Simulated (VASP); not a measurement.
# SnTe (F-43m) in VASP: notebook, part 2 of 2

VASP 6.6.1. Earlier steps stand in the parts before.

## Step 4: Single point, LDA

INCAR

```
ALGO = Normal
EDIFF = 1E-7
ENCUT = 520
GGA = CA
ISIF = 2
ISMEAR = -1
ISYM = 0
LASPH = T
LCHARG = T
LELF = T
LREAL = F
LVHAR = T
LWAVE = F
NBANDS = 17
NELM = 100
PREC = Accurate
SIGMA = 0.05
```

KPOINTS

```
Automatic mesh
0
Gamma
  5 5 5
  0.5 0.5 0.5
```

POSCAR

```
SnTe
1.0
    0.0000000000      3.6111460000      3.6111460000
    3.6111460000      0.0000000000      3.6111460000
    3.6111460000      3.6111460000      0.0000000000
Sn Te
1 1
Direct
    0.0000000000      0.0000000000      0.0000000000
    0.7500000000      0.7500000000      0.7500000000
```

Potentials or basis: VASP PAW LDA potentials, release 64 (Sn_d, Te).

Run with:

```sh
$ cat potpaw_LDA.64/Sn_d/POTCAR potpaw_LDA.64/Te/POTCAR > POTCAR
$ mpirun -np 1 vasp_std > vasp.out
```

OUTCAR:

```text
EDIFF = 1E-7
   ENCUT = 520
   GGA = CA
   ISIF = 2
   ISMEAR = -1
   ISYM = 0
   LASPH = T
   LREAL = F
   NELM = 100
   PREC = Accurate

 ion  position               nearest neighbor table
   1  0.000  0.000  0.000-   2 3.13   2 3.13   2 3.13   2 3.13
   2  0.750  0.750  0.750-   1 3.13   1 3.13   1 3.13   1 3.13

IMPORTANT INFORMATION: All symmetrisations will be switched off!
NOSYMM: (Re-)initialisation of all symmetry stuff for point group C_1.

----------------------------------------------------------------------------------------

                                     Primitive cell

  volume of cell :      94.1814

  direct lattice vectors                    reciprocal lattice vectors
     0.000000000  3.611146000  3.611146000    -0.138460201  0.138460201  0.138460201
     3.611146000  0.000000000  3.611146000     0.138460201 -0.138460201  0.138460201
     3.611146000  3.611146000  0.000000000     0.138460201  0.138460201 -0.138460201

  length of vectors
     5.106931649  5.106931649  5.106931649     0.239820102  0.239820102  0.239820102

  position of ions in fractional coordinates (direct lattice)
     0.000000000  0.000000000  0.000000000
     0.750000000  0.750000000  0.750000000

  ion indices of the primitive-cell ions
   primitive index   ion index
                 1           1
                 2           2

----------------------------------------------------------------------------------------

 KPOINTS: Automatic mesh

Automatic generation of k-mesh.
 Grid dimensions read from file:
 generate k-points for:    5    5    5

 Generating k-lattice:

  Cartesian coordinates                     Fractional coordinates (reciprocal lattice)
    -0.027692040  0.027692040  0.027692040     0.200000000  0.000000000  0.000000000
[... 68 lines left out ...]
   TEBEG  =    0.0;   TEEND  =   0.0 temperature during run
   PSTRESS=    0.0 pullay stress
   NELECT =      20.0000    total number of electrons
   NUPDOWN=      -1.0000    fix difference up-down
   EMIN   =  10.00;   EMAX   =-10.00  energy-range for DOS
   EFERMI =   0.00;   METHOD = LEGACY
   ISMEAR =    -1;   SIGMA  =   0.05  broadening in eV -4-tet -1-fermi 0-gaus
   EFERMI_NEDOS =   21; number of points for ismear=-14 and -15
   IALGO  =     38    algorithm
   IMIX   =      4    mixing-type and parameters
     AMIX     =   0.40;   BMIX     =  1.00
     AMIX_MAG =   1.60;   BMIX_MAG =  1.00
  volume/ion in A,a.u.               =      47.09       317.78
  Fermi-wavevector in a.u.,A,eV,Ry     =   0.976704  1.845704 12.979296  0.953951
  Thomas-Fermi vector in A             =   2.107344
   LORBIT       =      0    0 simple, 1 ext, 2 COOP (PROOUT), +10 PAW based schemes
   GGA     = CA    functional components
   LHFCALC =     F    Hartree Fock is set to
   AEXX    =    0.0000 exact exchange contribution
   IVDW    =     0    specifies the selected vdW correction
   LEPSILON=     F    determine dielectric tensor
   LRPA    =     F    only Hartree local field effects (RPA)
 non-spin polarized calculation
  energy-cutoff  :      520.00
  volume of cell :       94.18
 maximum number of plane-waves:      2561
 NGX is ok and might be reduce to    40
   NGX = 19   NGY = 19   NGZ = 19

 number of electron      19.9999999 magnetization

 Free energy of the ion-electron system (eV)
  ---------------------------------------------------
  ext. energy  EPLUGINS =         0.00000000
  ---------------------------------------------------
  free energy    TOTEN  =        -7.99587109 eV

  energy without entropy =       -7.99432531  energy(sigma->0) =       -7.99509820

 E-fermi :   2.9469     XC(G=0):  -7.8062

 val. band max:        2.7783434926   @ k =   0.3000  -0.4000  -0.2000
 cond. band min:       3.1250412204   @ k =   0.1000  -0.4000  -0.4000
 fundamental gap:      0.3466977278
 Fermi energy:         2.9468652256

 k-point     1 :       0.1000    0.1000    0.1000
  band No.  band energies     occupation
      1     -18.7791      2.00000
      2     -18.7788      2.00000
      3     -18.7788      2.00000
      4     -18.7685      2.00000
      5     -18.7685      2.00000
      6      -8.5938      2.00000
[... 457 lines left out ...]
      4     -18.7684      2.00000
      5     -18.7684      2.00000
      6      -8.1015      2.00000
[... 9 lines left out ...]
     16       9.1906      0.00000
     17      10.0317      0.00000

 [... further k-points ...]
[... 5 lines left out ...]
  --------------------------------------------------------------------------------------
  -------------------------------------------------------------------------------------
  Total       -1.2732126     -1.2732126     -1.2732123     -0.0000020     -0.0000030     -0.0000028
  in kB      -21.6593971    -21.6593973    -21.6593925     -0.0000349     -0.0000509     -0.0000474
  external PRESSURE =     -21.6593956 kB  Pullay stress =       0.0000000 kB

 VOLUME and BASIS-vectors are now :
 -----------------------------------------------------------------------------
  energy-cutoff  :      520.00
  volume of cell :       94.18
      direct lattice vectors                 reciprocal lattice vectors
     0.000000000  3.611146000  3.611146000    -0.138460201  0.138460201  0.138460201
     3.611146000  0.000000000  3.611146000     0.138460201 -0.138460201  0.138460201
     3.611146000  3.611146000  0.000000000     0.138460201  0.138460201 -0.138460201

 POSITION                                       TOTAL-FORCE (eV/Angst)
 -----------------------------------------------------------------------------------
      0.00000      0.00000      0.00000        -0.000000     -0.000000     -0.000000
      5.41672      5.41672      5.41672         0.000000      0.000000      0.000000
 -----------------------------------------------------------------------------------
    total drift:                               -0.000000      0.000000      0.000000

  FREE ENERGIE OF THE ION-ELECTRON SYSTEM (eV)
  ---------------------------------------------------
  free  energy   TOTEN  =        -7.9958710859 eV

  energy  without entropy=       -7.9943253059  energy(sigma->0) =       -7.99509820
```

Wall time 5.9 min (1 thread of Intel Xeon Platinum 8259CL at 2.50GHz (Skylake/Cascade Lake), shared host); peak memory 0.52 GiB.

Results:

| Property | Result |
| --- | --- |
| Free energy | -7.9959 eV |
| Pressure | -2.2 GPa |
| Band gap on the k mesh | 0.35 eV, indirect (least direct gap 0.81 eV) |

Caveat: spin-orbit coupling is left out, which moves the levels of the heavy elements. A k mesh can miss the band edges.

## Step 5: Summary

```tsv
level	potentials or basis	gap on the mesh (eV)	pressure (GPa)
PBEsol	VASP PAW PBE potentials, release 64 (Sn_d, Te)	0.38	-1.4
BLYP	VASP PAW PBE potentials, release 64 (Sn_d, Te)	0.47	1.6
LDA	VASP PAW LDA potentials, release 64 (Sn_d, Te)	0.35	-2.2
```

Alike in all rows: task single point; no spin polarisation; cell as given; k mesh 5 × 5 × 5, shifted; cutoff (eV) 520; smearing fermi-dirac 0.05 eV.

Caveats: spin-orbit coupling is left out, which moves the levels of the heavy elements; the PAW data sets were made with another functional, which shifts forces and pressure a little (some runs).

Total energies depend on the potentials used, so only differences within one code and one set of settings carry meaning.
